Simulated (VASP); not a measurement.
# HfZn (Pm-3m) in VASP: notebook

HfZn is run at these levels: LDA; tasks: single point, relaxation of cell and atoms.

All numbers are computed with VASP 6.6.1; they aren't measurements. Logs are shortened: lines on timing, memory, paths and dates and some standing lists are left out, and cuts for length are marked.

## Step 1: The cell of the first run

It takes space group Pm-3m (No. 221, cubic). Conventional cell: a = 3.219 Å, b = 3.219 Å, c = 3.219 Å, α = 90.00°, β = 90.00°, γ = 90.00°. Within 3.7 Å of Hf (site symmetry m-3m) lie 8 Zn at 2.79 Å and 6 Hf at 3.22 Å. Zn (site symmetry m-3m) has 8 Hf at 2.79 Å and 6 Zn at 3.22 Å within 3.7 Å.

## Step 2: Single point, LDA

File INCAR:

```
PREC = Accurate
ENCUT = 520
EDIFF = 1E-7
ISMEAR = 0
SIGMA = 0.1
LREAL = False
LASPH = True
NELM = 60
ALGO = Normal
ISIF = 2
LWAVE = False
LCHARG = False
GGA = CA
NBANDS = 18
```

File KPOINTS:

```
regular mesh
0
Gamma
  6 6 6
```

File POSCAR:

```
HfZn
1.0
    3.2191138722      0.0000000000      0.0000000000
    0.0000000000      3.2191138722      0.0000000000
    0.0000000000      0.0000000000      3.2191138722
Hf Zn
1 1
Direct
    0.5000000000      0.5000000000      0.5000000000
    0.0000000000      0.0000000000      0.0000000000
```

Potentials or basis: VASP PAW LDA potentials, release 64 (Hf_pv, Zn).

On the command line:

```
$ cat potpaw_LDA.64/Hf_pv/POTCAR potpaw_LDA.64/Zn/POTCAR > POTCAR
$ mpirun -np 1 vasp_std > vasp.out
```

OUTCAR:

```text
PREC = Accurate
   ENCUT = 520
   EDIFF = 1E-7
   ISMEAR = 0
   LREAL = False
   LASPH = True
   NELM = 60
   ISIF = 2
   GGA = CA

 ion  position               nearest neighbor table
   1  0.500  0.500  0.500-   2 2.79   2 2.79   2 2.79   2 2.79   2 2.79   2 2.79   2 2.79   2 2.79

   2  0.000  0.000  0.000-   1 2.79   1 2.79   1 2.79   1 2.79   1 2.79   1 2.79   1 2.79   1 2.79

  LATTYP: Found a simple cubic cell.
 ALAT       =     3.2191138722

  Lattice vectors:

 A1 = (   3.2191138722,   0.0000000000,   0.0000000000)
 A2 = (   0.0000000000,   3.2191138722,   0.0000000000)
 A3 = (   0.0000000000,   0.0000000000,   3.2191138722)

Analysis of symmetry for initial positions (statically):
=====================================================================
 Subroutine PRICEL returns:
 Original cell was already a primitive cell.

 Routine SETGRP: Setting up the symmetry group for a
 simple cubic supercell.

 Subroutine GETGRP returns: Found 48 space group operations
 (whereof 48 operations were pure point group operations)
 out of a pool of 48 trial point group operations.

The static configuration has the point symmetry O_h .

Analysis of symmetry for dynamics (positions and initial velocities):
=====================================================================
 Subroutine PRICEL returns:
 Original cell was already a primitive cell.

 Routine SETGRP: Setting up the symmetry group for a
 simple cubic supercell.

 Subroutine GETGRP returns: Found 48 space group operations
 (whereof 48 operations were pure point group operations)
 out of a pool of 48 trial point group operations.

The dynamic configuration has the point symmetry O_h .

 Subroutine INISYM returns: Found 48 space group operations
 (whereof 48 operations are pure point group operations),
 and found     1 'primitive' translations

----------------------------------------------------------------------------------------

                                     Primitive cell

  volume of cell :      33.3587

  direct lattice vectors                    reciprocal lattice vectors
     3.219113872  0.000000000  0.000000000     0.310644494  0.000000000  0.000000000
     0.000000000  3.219113872  0.000000000     0.000000000  0.310644494  0.000000000
     0.000000000  0.000000000  3.219113872     0.000000000  0.000000000  0.310644494

  length of vectors
     3.219113872  3.219113872  3.219113872     0.310644494  0.310644494  0.310644494

  position of ions in fractional coordinates (direct lattice)
     0.500000000  0.500000000  0.500000000
     0.000000000  0.000000000  0.000000000

  ion indices of the primitive-cell ions
   primitive index   ion index
                 1           1
                 2           2

----------------------------------------------------------------------------------------

 KPOINTS: regular mesh

Automatic generation of k-mesh.
 Grid dimensions read from file:
 generate k-points for:    6    6    6

 Generating k-lattice:

  Cartesian coordinates                     Fractional coordinates (reciprocal lattice)
     0.051774082  0.000000000  0.000000000     0.166666667  0.000000000  0.000000000
     0.000000000  0.051774082  0.000000000     0.000000000  0.166666667  0.000000000
     0.000000000  0.000000000  0.051774082     0.000000000  0.000000000  0.166666667

  Length of vectors
     0.051774082  0.051774082  0.051774082

  Shift w.r.t. Gamma in fractional coordinates (k-lattice)
     0.000000000  0.000000000  0.000000000

 Subroutine IBZKPT returns following result:
 ===========================================

 Found     20 irreducible k-points:

 Following reciprocal coordinates:
            Coordinates               Weight
  0.000000  0.000000  0.000000      1.000000
  0.166667  0.000000  0.000000      6.000000
  0.333333  0.000000  0.000000      6.000000
  0.500000  0.000000  0.000000      3.000000
  0.166667  0.166667  0.000000     12.000000
  0.333333  0.166667  0.000000     24.000000
[... 12 lines left out ...]
  0.500000  0.500000  0.333333      6.000000
  0.500000  0.500000  0.500000      1.000000
   k-points           NKPTS =     20   k-points in BZ     NKDIM =     20   number of bands    NBANDS=     18
   number of dos      NEDOS =    301   number of ions     NIONS =      2
   total plane-waves  NPLWV =  13824
   dimension x,y,z NGX =    24 NGY =   24 NGZ =   24
   dimension x,y,z NGXF=    48 NGYF=   48 NGZF=   48
   ions per type =               1   1
   NGX,Y,Z   is equivalent  to a cutoff of  12.39, 12.39, 12.39 a.u.
   NGXF,Y,Z  is equivalent  to a cutoff of  24.79, 24.79, 24.79 a.u.
 SYSTEM =  unknown system
   PREC   = accura    normal or accurate (medium, high low for compatibility)
   ISTART =      0    job   : 0-new  1-cont  2-samecut
   ICHARG =      2    charge: 1-file 2-atom 10-const
   ISPIN  =      1    spin polarized calculation?
   LNONCOLLINEAR =      F non collinear calculations
   LSORBIT =      F    spin-orbit coupling
   LASPH  =      T    aspherical Exc in radial PAW
   ENCUT  =  520.0 eV  38.22 Ry    6.18 a.u.   5.99  5.99  5.99*2*pi/ulx,y,z
   NELM   =     60;   NELMIN=  2; NELMDL= -5     # of ELM steps
   EDIFF  = 0.1E-06   stopping-criterion for ELM
   LREAL  =      F    real-space projection
   EDIFFG = 0.1E-05   stopping-criterion for IOM
   NSW    =      0    number of steps for IOM
   IBRION =     -1    ionic relax: 0-MD 1-quasi-New 2-CG
   NFREE  =      0    steps in history (QN), initial steepest desc. (CG)
   ISIF   =      2    stress and relaxation
   ISYM   =      2    0-nonsym 1-usesym 2-fastsym
   POTIM  = 0.5000    time-step for ionic-motion
   TEBEG  =    0.0;   TEEND  =   0.0 temperature during run
   PSTRESS=    0.0 pullay stress
   NELECT =      22.0000    total number of electrons
   NUPDOWN=      -1.0000    fix difference up-down
   EMIN   =  10.00;   EMAX   =-10.00  energy-range for DOS
   EFERMI =   0.00;   METHOD = LEGACY
   ISMEAR =     0;   SIGMA  =   0.10  broadening in eV -4-tet -1-fermi 0-gaus
   EFERMI_NEDOS =   21; number of points for ismear=-14 and -15
   IALGO  =     38    algorithm
   IMIX   =      4    mixing-type and parameters
     AMIX     =   0.40;   BMIX     =  1.00
     AMIX_MAG =   1.60;   BMIX_MAG =  1.00
  volume/ion in A,a.u.               =      16.68       112.56
  Fermi-wavevector in a.u.,A,eV,Ry     =   1.424993  2.692846 27.628057  2.030605
  Thomas-Fermi vector in A             =   2.545425
   LORBIT       =      0    0 simple, 1 ext, 2 COOP (PROOUT), +10 PAW based schemes
   GGA     = CA    functional components
   LHFCALC =     F    Hartree Fock is set to
   AEXX    =    0.0000 exact exchange contribution
   IVDW    =     0    specifies the selected vdW correction
   LEPSILON=     F    determine dielectric tensor
   LRPA    =     F    only Hartree local field effects (RPA)
 non-spin polarized calculation
 Gauss-broadening in eV      SIGMA  =   0.10
  energy-cutoff  :      520.00
  volume of cell :       33.36
 maximum number of plane-waves:       922
 NGX is ok and might be reduce to    24
   NGX = 11   NGY = 11   NGZ = 11

 number of electron      22.0000033 magnetization

 Free energy of the ion-electron system (eV)
  ---------------------------------------------------
  ext. energy  EPLUGINS =         0.00000000
  ---------------------------------------------------
  free energy    TOTEN  =       -13.03795208 eV

  energy without entropy =      -13.03471565  energy(sigma->0) =      -13.03633387

 E-fermi :   4.5717     XC(G=0): -12.2476

 val. band max:        4.4975186021   @ k =   0.5000   0.1667   0.0000
 cond. band min:       4.7954317733   @ k =   0.5000   0.5000   0.1667
 fundamental gap:      0.2979131713
 Fermi energy:         4.5717451741

 k-point     1 :       0.0000    0.0000    0.0000
  band No.  band energies     occupation
      1     -25.5723      2.00000
      2     -25.5723      2.00000
      3     -25.5723      2.00000
      4      -4.5261      2.00000
      5      -3.0916      2.00000
      6      -3.0916      2.00000
[... 10 lines left out ...]
     17      10.4364      0.00000
     18      15.9921      0.00000

 k-point     2 :       0.1667    0.0000    0.0000
  band No.  band energies     occupation
      1     -25.6773      2.00000
      2     -25.5637      2.00000
      3     -25.5637      2.00000
      4      -3.9914      2.00000
      5      -3.0457      2.00000
      6      -2.9891      2.00000
[... 10 lines left out ...]
     17      12.4055      0.00000
     18      16.6944      0.00000

 k-point     3 :       0.3333    0.0000    0.0000
  band No.  band energies     occupation
      1     -25.8813      2.00000
      2     -25.5465      2.00000
      3     -25.5465      2.00000
      4      -2.9527      2.00000
      5      -2.8990      2.00000
      6      -2.7087      2.00000
[... 10 lines left out ...]
     17      15.0478      0.00000
     18      15.0478      0.00000

 k-point     4 :       0.5000    0.0000    0.0000
  band No.  band energies     occupation
      1     -25.9805      2.00000
      2     -25.5379      2.00000
      3     -25.5379      2.00000
      4      -2.9054      2.00000
      5      -2.7684      2.00000
      6      -2.7205      2.00000
[... 291 lines left out ...]
      4      -2.9644      2.00000
      5      -2.8547      2.00000
      6      -2.8406      2.00000
[... 10 lines left out ...]
     17      14.9814      0.00000
     18      15.3329      0.00000

 k-point    19 :       0.5000    0.5000    0.3333
  band No.  band energies     occupation
      1     -25.8853      2.00000
      2     -25.8853      2.00000
      3     -25.7826      2.00000
      4      -2.9263      2.00000
      5      -2.8623      2.00000
      6      -2.8623      2.00000
[... 10 lines left out ...]
     17      12.4632      0.00000
     18      16.6742      0.00000

 k-point    20 :       0.5000    0.5000    0.5000
  band No.  band energies     occupation
      1     -25.8737      2.00000
      2     -25.8737      2.00000
      3     -25.8737      2.00000
      4      -2.8585      2.00000
      5      -2.8585      2.00000
      6      -2.8585      2.00000
[... 10 lines left out ...]
     17      11.0715      0.00000
     18      14.5377      0.00000

------------------------ aborting loop because EDIFF is reached ----------------------------------------

  FORCE on cell =-STRESS in cart. coord.  units (eV):
  Direction    XX          YY          ZZ          XY          YZ          ZX
  --------------------------------------------------------------------------------------
  -------------------------------------------------------------------------------------
  Total        0.0611392      0.0611392      0.0611392     -0.0000000     -0.0000000      0.0000000
  in kB        2.9364420      2.9364420      2.9364420     -0.0000000     -0.0000000      0.0000000
  external PRESSURE =       2.9364420 kB  Pullay stress =       0.0000000 kB

 VOLUME and BASIS-vectors are now :
 -----------------------------------------------------------------------------
  energy-cutoff  :      520.00
  volume of cell :       33.36
      direct lattice vectors                 reciprocal lattice vectors
     3.219113872  0.000000000  0.000000000     0.310644494  0.000000000  0.000000000
     0.000000000  3.219113872  0.000000000     0.000000000  0.310644494  0.000000000
     0.000000000  0.000000000  3.219113872     0.000000000  0.000000000  0.310644494

 POSITION                                       TOTAL-FORCE (eV/Angst)
 -----------------------------------------------------------------------------------
      1.60956      1.60956      1.60956         0.000000      0.000000      0.000000
      0.00000      0.00000      0.00000         0.000000      0.000000      0.000000
 -----------------------------------------------------------------------------------
    total drift:                                0.000000      0.000000     -0.000000

  FREE ENERGIE OF THE ION-ELECTRON SYSTEM (eV)
  ---------------------------------------------------
  free  energy   TOTEN  =       -13.0379520811 eV

  energy  without entropy=      -13.0347156522  energy(sigma->0) =      -13.03633387
```

It took 5.8 s on 1 thread of Intel Xeon Platinum 8488C (Sapphire Rapids), shared host; peak memory 0.13 GiB.

What came out:

```
Free energy            : -13.0380 eV
Pressure               : 0.3 GPa
Band gap on the k mesh : zero (band 11 reaches 4.50 eV, above the bottom of band 12 at 4.14 eV)
```

Levels at points of the mesh, in eV from the Fermi level:
| k point | band 7 | band 8 | band 9 | band 10 | band 11 | band 12 | band 13 | band 14 | band 15 | band 16 |
| --- | --- | --- | --- | --- | --- | --- | --- | --- | --- | --- |
| (0.00, 0.00, 0.00) | -7.24 | -7.24 | -7.24 | -0.78 | -0.78 | 4.54 | 4.54 | 4.54 | 5.86 | 5.86 |
| (0.50, 0.00, 0.00) | -7.29 | -7.19 | -5.14 | -4.50 | -0.49 | 1.00 | 1.00 | 4.62 | 6.27 | 9.57 |
| (0.50, 0.50, 0.00) | -7.43 | -6.97 | -4.61 | -0.65 | -0.43 | -0.43 | 2.74 | 2.74 | 6.31 | 7.92 |
| (0.50, 0.50, 0.50) | -6.96 | -6.96 | -2.98 | -2.98 | -2.98 | 0.71 | 6.18 | 6.18 | 6.18 | 6.50 |

Caveat: spin-orbit coupling is left out, which moves the levels of the heavy elements.

## Step 3: Relaxation of cell and atoms, LDA

This run uses another cell than the first one, of 17.56 Å³/atom, 1.053 times its volume.

File INCAR:

```
SYSTEM = HfZn
PREC     = Accurate       ! precision mode
ENCUT    = 600            ! plane-wave cutoff, eV
EDIFF    = 1E-7           ! SCF threshold, eV
ISMEAR   = 0              ! smearing method
SIGMA    = 0.1            ! smearing width, eV
LREAL    = .FALSE.        ! projectors in reciprocal space
LASPH    = .TRUE.         ! aspherical terms in the spheres
NELM     = 100            ! most SCF steps
ALGO     = Normal         ! electronic algorithm
ISIF     = 3              ! what is computed and relaxed
LWAVE    = .FALSE.        ! write WAVECAR
LCHARG   = .FALSE.        ! write CHGCAR
GGA      = CA             ! functional
IBRION   = 2              ! ionic algorithm
NSW      = 80             ! ionic steps
EDIFFG   = -0.02          ! ionic threshold
```

File KPOINTS:

```
regular mesh
0
G
  6 6 6
  0 0 0
```

File POSCAR:

```
HfZn
1.0
    3.2751050000      0.0000000000      0.0000000000
    0.0000000000      3.2751050000      0.0000000000
    0.0000000000      0.0000000000      3.2751050000
Hf Zn
1 1
Direct
    0.5000000000      0.5000000000      0.5000000000
    0.0000000000      0.0000000000      0.0000000000
```

Potentials or basis: VASP PAW LDA potentials, release 64 (Hf_pv, Zn).

On the command line:

```
$ cat potpaw_LDA.64/Hf_pv/POTCAR potpaw_LDA.64/Zn/POTCAR > POTCAR
$ mpirun -np 1 vasp_std > vasp.out
```

Run time: 32 s. Hardware: 1 thread of Intel Xeon Platinum 8488C (Sapphire Rapids), shared host; peak memory 0.16 GiB.

The run converged. Its results:

| Property | Result |
| --- | --- |
| Free energy | -13.0384 eV |
| Relaxed volume | 16.72 Å³/atom |
| Relaxed cell | a = 3.222 Å, b = 3.222 Å, c = 3.222 Å, α = 90.00°, β = 90.00°, γ = 90.00° |
| Space group after relaxing (to 0.05 Å) | Pm-3m (No. 221) |
| Energy gained by relaxing | 17.2 meV/atom |
| Ionic steps | 3 |
| Pressure after relaxing | 0.0 GPa |
| Band gap on the k mesh | zero (band 11 reaches 4.48 eV, above the bottom of band 12 at 4.12 eV) |

Step by step:
```tsv
step	energy change (eV)	largest force (eV/Å)	pressure (GPa)	volume (Å³)
1	0.0000	0.0000	-6.18	35.13
2	0.0027	0.0000	7.62	31.79
3	-0.0345	0.0000	0.01	33.44
```

Final structure:
```
Hf Zn
1.0
     3.22160    0.00000    0.00000
     0.00000    3.22160    0.00000
     0.00000    0.00000    3.22160
Hf Zn
1 1
Direct
  0.50000 0.50000 0.50000
  0.00000 0.00000 0.00000
```

Levels at points of the mesh, in eV from the Fermi level:
```tsv
k point	band 9	band 10	band 11	band 12	band 13	band 14
(0.00, 0.00, 0.00)	-7.24	-0.78	-0.78	4.53	4.53	4.53
(0.50, 0.00, 0.00)	-5.13	-4.49	-0.49	1.00	1.00	4.60
(0.50, 0.50, 0.00)	-4.60	-0.65	-0.43	-0.43	2.74	2.74
(0.50, 0.50, 0.50)	-2.97	-2.97	-2.97	0.70	6.16	6.16
```

Caveat: spin-orbit coupling is left out, which moves the levels of the heavy elements.
